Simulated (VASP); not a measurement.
Input of a VASP 6.6.1 run:

Contents of INCAR:

```
ALGO     = Normal         # electronic algorithm
EDIFF    = 1E-7           # SCF threshold, eV
EDIFFG   = -0.01          # ionic threshold
ENCUT    = 500            # plane-wave cutoff, eV
GGA      = PS             # functional
GGA_COMPAT= F            
IBRION   = 2              # ionic algorithm
ISIF     = 3              # what is computed and relaxed
ISMEAR   = 0              # smearing method
LASPH    = T              # aspherical terms in the spheres
LCHARG   = F              # write CHGCAR
LREAL    = F              # projectors in reciprocal space
LWAVE    = F              # write WAVECAR
NELM     = 120            # most SCF steps
NELMIN   = 4            
NSW      = 80             # ionic steps
PREC     = Accurate       # precision mode
SIGMA    = 0.01           # smearing width, eV
```

Contents of KPOINTS:

```
k-points
0
Gamma
  5 5 3
```

The input POSCAR:

```
PbS
1.0
    2.0569418400     -3.5658292700      0.0000000000
    2.0569418400      3.5658292700      0.0000000000
    0.0000000000      0.0000000000      7.5599447400
Pb S
2 2
Direct
    0.0010316600      0.9989683400      0.4867318100
    0.9989683400      0.0010316600      0.9867318100
    0.6671454800      0.3328545200      0.6924681900
    0.3328545200      0.6671454800      0.1924681900
```

Potentials or basis: VASP PAW PBE potentials, release 64 (Pb_d, S).

Command:

```bash
$ cat potpaw_PBE.64/Pb_d/POTCAR potpaw_PBE.64/S/POTCAR > POTCAR
$ mpirun -np 1 vasp_std > vasp.out
```

(1) Estimate the space group after relaxing (to 0.05 Å).

(2) Estimate the band gap on the k mesh.

(3) Predict the relaxed volume.

(4) What does it give for the relaxed cell?

Results:

(1) P6_3mc (No. 186).

(2) 0.40 eV, indirect (least direct gap 0.72 eV).

(3) 26.24 Å³/atom.

(4) a = 4.073 Å, b = 4.073 Å, c = 7.315 Å, α = 90.00°, β = 90.00°, γ = 120.09°.

Caveat: the PAW data sets were made with another functional, which shifts forces and pressure a little; spin-orbit coupling is left out, which moves the levels of the heavy elements.
